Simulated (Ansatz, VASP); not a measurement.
# CoO in VASP and in Ansatz

Contents of INCAR:

```
SYSTEM = CoO
  PREC = Accurate
  ENCUT = 520
  EDIFF = 1E-6
  ISMEAR = 0
  SIGMA = 0.1
  LREAL = .FALSE.
  LASPH = .TRUE.
  NELM = 60
  ALGO = Normal
  ISIF = 2
  LWAVE = .FALSE.
  LCHARG = .FALSE.
  GGA = PS
  NBANDS = 23
```

KPOINTS

```
regular mesh
0
G
  18 18 10
  0 0 0
```

File POSCAR:

```
CoO
1.0
    2.8512145297      0.0000000000      0.0000000000
   -1.4256072648      2.4692242143      0.0000000000
    0.0000000000      0.0000000000      5.1351937369
Co O
2 2
Direct
    0.0000000000      0.0000000000      0.0000000000
    0.0000000000      0.0000000000      0.5000000000
    0.3333333333      0.6666666667      0.2500000000
    0.6666666667      0.3333333333      0.7500000000
```

Input for Ansatz:

```yaml
crystal:
  lattice:
    - [2.8512145297, 0.0, 0.0]
    - [-1.4256072648, 2.4692242143, 0.0]
    - [0.0, 0.0, 5.1351937369]
  atoms:
    - { symbol: Co, position: [0.0, 0.0, 0.0] }
    - { symbol: Co, position: [0.0, 0.0, 0.5] }
    - { symbol: O, position: [0.3333333333, 0.6666666667, 0.25] }
    - { symbol: O, position: [0.6666666667, 0.3333333333, 0.75] }
basis:
  ecutwfc: 420
kpoints:
  mp_grid: { grid: [18, 18, 10] }
hamiltonian:
  xc: pbesol
scf:
  occupations: { method: gaussian, width: 0.1 }
  lower_state_search: "off"
output:
  forces: true
  stress: true
  eigenvalues: true
```

Alike in both runs: task single point; functional PBEsol; k mesh 18 × 18 × 10; occupations gaussian, width 0.1 eV; no spin polarisation.

```csv
,VASP,Ansatz
version,VASP 6.6.1,Ansatz 0.2.0
potentials or method,"VASP PAW PBE potentials, release 64 (Co, O), cutoff 520 eV","scalar-relativistic, plane waves, PAW"
valence electrons in the cell,30,46
```

Ansatz gave:

* gap on the k mesh at the Fermi level (eV): none
* pressure (GPa): -19.1
* traceless stress, the component that is largest in VASP (GPa): -6.34

Problem. What did VASP give for the same quantities?

Solution. gap on the k mesh at the Fermi level (eV): none; pressure (GPa): -19.3; traceless stress, the component that is largest in VASP (GPa): -6.34.

VASP's potentials were made for PBE, not for PBEsol. A gap of «none» marks a metal or a gap that the smearing closes. VASP's potentials hold 30 valence electrons a cell and Ansatz's 46, so a difference there can come from the potentials and not from the codes.
